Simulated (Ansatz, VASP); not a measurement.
AgCl: VASP beside Ansatz

```xyz
2
Lattice="3.4340 0.0000 0.0000 0.0000 3.4340 0.0000 0.0000 0.0000 3.4340" Properties=species:S:1:pos:R:3 pbc="T T T"
Ag    0.0000    0.0000    0.0000
Cl    1.7170    1.7170    1.7170
```

Alike in both runs: task single point; functional LDA; k mesh 6 × 6 × 6; no spin polarisation.

|  | VASP | Ansatz |
| --- | --- | --- |
| version | VASP 6.6.1 | Ansatz 0.2.0 |
| potentials or method | VASP PAW LDA potentials, release 64 (Ag, Cl) | plane waves, PAW |
| plane-wave cutoff (eV) | 520 | 420 |
| occupations | gaussian, width 0.01 eV | fixed |
| valence electrons in the cell | 18 | 26 |

Ansatz gave:

* gap on the k mesh at the Fermi level (eV): 0.27

**Question.** What did VASP give for the same quantities?

**Answer.** gap on the k mesh at the Fermi level (eV): 0.30.

LDA's correlation is that of Perdew and Zunger in VASP and of Perdew and Wang (1992) in Ansatz. VASP's potentials hold 18 valence electrons a cell and Ansatz's 26, so a difference there can come from the potentials and not from the codes.
